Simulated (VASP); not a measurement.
# BaF2 (Fm-3m) in VASP: single point with PBE

Aim: the single point of BaF2 with PBE.

All numbers are computed with VASP 6.6.1; they aren't measurements. Logs are shortened: lines on timing, memory, paths and dates and some standing lists are left out, and cuts for length are marked.

## (1) The cell of the first run

It takes space group Fm-3m (No. 225, cubic). Conventional cell: a = 6.200 Å, b = 6.200 Å, c = 6.200 Å, α = 90.00°, β = 90.00°, γ = 90.00°. Ba (site symmetry m-3m) has 8 F at 2.68 Å within 3.5 Å. Within 3.5 Å of F (site symmetry -43m) lie 4 Ba at 2.68 Å and 6 F at 3.10 Å.

## (2) Single point, PBE

INCAR reads:

```
PREC     = Accurate       # precision mode
ENCUT    = 1350           # plane-wave cutoff, eV
EDIFF    = 1E-6           # SCF threshold, eV
ISMEAR   = -1             # smearing method
SIGMA    = 0.02           # smearing width, eV
LREAL    = False          # projectors in reciprocal space
LASPH    = True           # aspherical terms in the spheres
NELM     = 120            # most SCF steps
ALGO     = Normal         # electronic algorithm
ISIF     = 2              # what is computed and relaxed
LWAVE    = False          # write WAVECAR
LCHARG   = False          # write CHGCAR
GGA      = PE             # functional
NBANDS   = 19             # bands
GGA_COMPAT= False
```

KPOINTS reads:

```
regular mesh
0
Gamma
  7 7 7
```

POSCAR reads:

```
BaF2
1.0
    0.0000000000      3.1000500000      3.1000500000
    3.1000500000      0.0000000000      3.1000500000
    3.1000500000      3.1000500000      0.0000000000
Ba F
1 2
Direct
    0.0000000000      0.0000000000      0.0000000000
    0.2500000000      0.2500000000      0.2500000000
    0.7500000000      0.7500000000      0.7500000000
```

Potentials or basis: VASP PAW PBE potentials, release 64 (Ba_sv, F_h).

Command:

```console
$ cat potpaw_PBE.64/Ba_sv/POTCAR potpaw_PBE.64/F_h/POTCAR > POTCAR
$ mpirun -np 1 vasp_std > vasp.out
```

OUTCAR:

```text
PREC = Accurate
   ENCUT = 1350
   EDIFF = 1E-6
   ISMEAR = -1
   LREAL = False
   LASPH = True
   NELM = 120
   ISIF = 2
   GGA = PE

 ion  position               nearest neighbor table
   1  0.000  0.000  0.000-   3 2.68   3 2.68   2 2.68   3 2.68   2 2.68   2 2.68   3 2.68   2 2.68

   2  0.250  0.250  0.250-   1 2.68   1 2.68   1 2.68   1 2.68
   3  0.750  0.750  0.750-   1 2.68   1 2.68   1 2.68   1 2.68

  LATTYP: Found a face centered cubic cell.
 ALAT       =     6.2001000000

  Lattice vectors:

 A1 = (   0.0000000000,   3.1000500000,   3.1000500000)
 A2 = (   3.1000500000,   0.0000000000,   3.1000500000)
 A3 = (   3.1000500000,   3.1000500000,   0.0000000000)

Analysis of symmetry for initial positions (statically):
=====================================================================
 Subroutine PRICEL returns:
 Original cell was already a primitive cell.

 Routine SETGRP: Setting up the symmetry group for a
 face centered cubic supercell.

 Subroutine GETGRP returns: Found 48 space group operations
 (whereof 48 operations were pure point group operations)
 out of a pool of 48 trial point group operations.

The static configuration has the point symmetry O_h .

Analysis of symmetry for dynamics (positions and initial velocities):
=====================================================================
 Subroutine PRICEL returns:
 Original cell was already a primitive cell.

 Routine SETGRP: Setting up the symmetry group for a
 face centered cubic supercell.

 Subroutine GETGRP returns: Found 48 space group operations
 (whereof 48 operations were pure point group operations)
 out of a pool of 48 trial point group operations.

The dynamic configuration has the point symmetry O_h .

 Subroutine INISYM returns: Found 48 space group operations
 (whereof 48 operations are pure point group operations),
 and found     1 'primitive' translations

----------------------------------------------------------------------------------------

                                     Primitive cell

  volume of cell :      59.5849

  direct lattice vectors                    reciprocal lattice vectors
[... 72 lines left out ...]
   NGX,Y,Z   is equivalent  to a cutoff of  20.48, 20.48, 20.48 a.u.
   NGXF,Y,Z  is equivalent  to a cutoff of  40.95, 40.95, 40.95 a.u.
 SYSTEM =  unknown system
   PREC   = accura    normal or accurate (medium, high low for compatibility)
   ISTART =      0    job   : 0-new  1-cont  2-samecut
   ICHARG =      2    charge: 1-file 2-atom 10-const
   ISPIN  =      1    spin polarized calculation?
   LNONCOLLINEAR =      F non collinear calculations
   LSORBIT =      F    spin-orbit coupling
   LASPH  =      T    aspherical Exc in radial PAW
   ENCUT  = 1350.0 eV  99.22 Ry    9.96 a.u.  13.13 13.13 13.13*2*pi/ulx,y,z
   NELM   =    120;   NELMIN=  2; NELMDL= -5     # of ELM steps
   EDIFF  = 0.1E-05   stopping-criterion for ELM
   LREAL  =      F    real-space projection
   EDIFFG = 0.1E-04   stopping-criterion for IOM
   NSW    =      0    number of steps for IOM
[... 5 lines left out ...]
   TEBEG  =    0.0;   TEEND  =   0.0 temperature during run
   PSTRESS=    0.0 pullay stress
   NELECT =      24.0000    total number of electrons
   NUPDOWN=      -1.0000    fix difference up-down
   EMIN   =  10.00;   EMAX   =-10.00  energy-range for DOS
   EFERMI =   0.00;   METHOD = LEGACY
   ISMEAR =    -1;   SIGMA  =   0.02  broadening in eV -4-tet -1-fermi 0-gaus
   EFERMI_NEDOS =   21; number of points for ismear=-14 and -15
   IALGO  =     38    algorithm
   IMIX   =      4    mixing-type and parameters
     AMIX     =   0.40;   BMIX     =  1.00
     AMIX_MAG =   1.60;   BMIX_MAG =  1.00
  volume/ion in A,a.u.               =      19.86       134.03
  Fermi-wavevector in a.u.,A,eV,Ry     =   1.209019  2.284715 19.888011  1.461728
  Thomas-Fermi vector in A             =   2.344609
   LORBIT       =      0    0 simple, 1 ext, 2 COOP (PROOUT), +10 PAW based schemes
   GGA     = PE    functional components
   LHFCALC =     F    Hartree Fock is set to
   AEXX    =    0.0000 exact exchange contribution
   IVDW    =     0    specifies the selected vdW correction
   LEPSILON=     F    determine dielectric tensor
   LRPA    =     F    only Hartree local field effects (RPA)
 non-spin polarized calculation
  energy-cutoff  :     1350.00
  volume of cell :       59.58
 maximum number of plane-waves:      6735
 NGX is ok and might be reduce to    54
   NGX = 27   NGY = 27   NGZ = 27

 number of electron      23.9999998 magnetization

 Free energy of the ion-electron system (eV)
  ---------------------------------------------------
  ext. energy  EPLUGINS =         0.00000000
  ---------------------------------------------------
  free energy    TOTEN  =       -17.12433530 eV

  energy without entropy =      -17.12433530  energy(sigma->0) =      -17.12433530

 E-fermi :  -1.3464     XC(G=0):  -8.6990

 val. band max:       -1.8020251016   @ k =   0.4286   0.2857   0.1429
 cond. band min:       4.9874155037   @ k =   0.0000   0.0000   0.0000
 fundamental gap:      6.7894406052
 Fermi energy:        -1.3463913539

 k-point     1 :       0.0000    0.0000    0.0000
  band No.  band energies     occupation
      1     -24.8772      2.00000
      2     -20.7148      2.00000
      3     -20.6659      2.00000
      4      -9.7173      2.00000
      5      -9.7173      2.00000
      6      -9.7173      2.00000
[... 417 lines left out ...]
      6      -9.7781      2.00000
[... 11 lines left out ...]
     18      12.1733      0.00000
     19      13.0168      0.00000

------------------------ aborting loop because EDIFF is reached ----------------------------------------

  FORCE on cell =-STRESS in cart. coord.  units (eV):
  Direction    XX          YY          ZZ          XY          YZ          ZX
  --------------------------------------------------------------------------------------
  -------------------------------------------------------------------------------------
  Total        0.8290964      0.8290964      0.8290964     -0.0000000      0.0000000     -0.0000000
  in kB       22.2935642     22.2935642     22.2935642     -0.0000000      0.0000000     -0.0000000
  external PRESSURE =      22.2935642 kB  Pullay stress =       0.0000000 kB

 VOLUME and BASIS-vectors are now :
 -----------------------------------------------------------------------------
  energy-cutoff  :     1350.00
  volume of cell :       59.58
      direct lattice vectors                 reciprocal lattice vectors
     0.000000000  3.100050000  3.100050000    -0.161287721  0.161287721  0.161287721
     3.100050000  0.000000000  3.100050000     0.161287721 -0.161287721  0.161287721
     3.100050000  3.100050000  0.000000000     0.161287721  0.161287721 -0.161287721

 POSITION                                       TOTAL-FORCE (eV/Angst)
 -----------------------------------------------------------------------------------
      0.00000      0.00000      0.00000         0.000000     -0.000000     -0.000000
      1.55002      1.55002      1.55002        -0.000000      0.000000      0.000000
      4.65008      4.65008      4.65008        -0.000000     -0.000000     -0.000000
 -----------------------------------------------------------------------------------
    total drift:                                0.000000      0.000000      0.000000

  FREE ENERGIE OF THE ION-ELECTRON SYSTEM (eV)
  ---------------------------------------------------
  free  energy   TOTEN  =       -17.1243352981 eV

  energy  without entropy=      -17.1243352981  energy(sigma->0) =      -17.12433530
```

OSZICAR:

```text
N       E                     dE             d eps       ncg     rms          rms(c)
DAV:   1     0.275943995062E+03    0.27594E+03   -0.21286E+04   760   0.250E+03
DAV:   2     0.121287623556E+02   -0.26382E+03   -0.24957E+03  1040   0.371E+02
DAV:   3    -0.181469054909E+02   -0.30276E+02   -0.30029E+02   858   0.126E+02
DAV:   4    -0.188646359908E+02   -0.71773E+00   -0.71627E+00  1021   0.212E+01
DAV:   5    -0.188770135207E+02   -0.12378E-01   -0.12376E-01   893   0.231E+00    0.875E+00
DAV:   6    -0.171088126589E+02    0.17682E+01   -0.73624E+00   835   0.218E+01    0.426E+00
DAV:   7    -0.170985641633E+02    0.10248E-01   -0.29356E-01   812   0.489E+00    0.239E+00
DAV:   8    -0.171160254346E+02   -0.17461E-01   -0.83251E-02   790   0.374E+00    0.388E-01
DAV:   9    -0.171211016327E+02   -0.50762E-02   -0.10553E-02   850   0.841E-01    0.159E-01
DAV:  10    -0.171242772883E+02   -0.31757E-02   -0.33759E-03   802   0.453E-01    0.331E-02
DAV:  11    -0.171243062728E+02   -0.28984E-04   -0.10217E-04   917   0.860E-02    0.168E-02
DAV:  12    -0.171243348994E+02   -0.28627E-04   -0.39283E-05   787   0.593E-02    0.372E-03
DAV:  13    -0.171243352981E+02   -0.39873E-06   -0.93601E-07   799   0.817E-03
   1 F= -.17124335E+02 E0= -.17124335E+02  d E =-.253718E-10
```

Run time: 93 s. Hardware: 1 thread of Intel Xeon Platinum 8259CL at 2.50GHz (Skylake/Cascade Lake), shared host; peak memory 0.43 GiB.

What came out:

| Quantity | Value |
| --- | --- |
| Free energy | -17.1243 eV |
| Pressure | 2.2 GPa |
| Band gap on the k mesh | 6.79 eV (least direct gap 6.85 eV) |

Levels at points of the mesh, in eV from the valence-band top:
```tsv
k point	band 10	band 11	band 12	band 13	band 14	band 15
(0.00, 0.00, 0.00)	-0.06	-0.06	-0.06	6.79	9.20	9.20
```

Caveat: spin-orbit coupling is left out, which moves the levels of the heavy elements; an odd mesh through Γ misses points on the zone boundary, where band edges can lie.
